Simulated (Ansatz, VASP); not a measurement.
**One calculation of V, two programs**

```
CELL_PARAMETERS angstrom
0.00000 1.89225 1.89225
1.89225 0.00000 1.89225
1.89225 1.89225 0.00000
ATOMIC_POSITIONS crystal
V 0.00000 0.00000 0.00000
```

Change from the starting cell: volume scaled by 0.975, PAW files.

Alike in both runs: task electric field gradients; functional PBE; k mesh 19 × 19 × 19; occupations fermi-dirac, width 0.05 eV; collinear spin.

|  | VASP | Ansatz |
| --- | --- | --- |
| version | VASP 6.6.1 | Ansatz 0.2.0 |
| potentials or method | VASP PAW PBE potentials, release 64 (V_sv) | PAW with Ansatz's default frozen-core files, scalar-relativistic |
| plane-wave cutoff (eV) | 520 | 420 |
| valence electrons in the cell | 13 | 13 |

|  | VASP | Ansatz | Ansatz less VASP |
| --- | --- | --- | --- |
| pressure (GPa) | 5.0 | 4.7 | -0.22 |
| net moment per atom (μB) | 0.00 | 0.00 | 0.000 |

With one functional, cell and mesh, what is left measures potentials, basis and numerics. Ansatz's warnings: seeded moment not kept.
